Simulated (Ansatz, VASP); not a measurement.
Al in VASP and in Ansatz

```xyz
4
Lattice="2.8910 0.0000 0.0000 -1.4455 2.5037 0.0000 0.0000 0.0000 8.7609" Properties=species:S:1:pos:R:3 pbc="T T T"
Al    0.0000    0.0000    0.0000
Al    0.0000    1.6691    2.1902
Al    0.0000    0.0000    4.3804
Al    1.4455    0.8346    6.5707
```

Alike in both runs: task single point; functional PBE; dispersion D3(BJ); k mesh 18 × 18 × 6; occupations gaussian, width 0.15 eV; no spin polarisation.

|  | VASP | Ansatz |
| --- | --- | --- |
| version | VASP 6.6.1 | Ansatz 0.2.0 |
| potentials or method | VASP PAW PBE potentials, release 64 (Al), cutoff 520 eV | scalar-relativistic, plane waves, PAW |
| valence electrons in the cell | 12 | 12 |

|  | VASP | Ansatz | Ansatz less VASP |
| --- | --- | --- | --- |
| gap on the k mesh at the Fermi level (eV) | none | none | - |
| pressure (GPa) | 0.6 | 0.7 | +0.03 |
| traceless stress, the component that is largest in VASP (GPa) | 4.17 | 4.17 | +0.002 |

A gap of «none» marks a metal or a gap that the smearing closes.
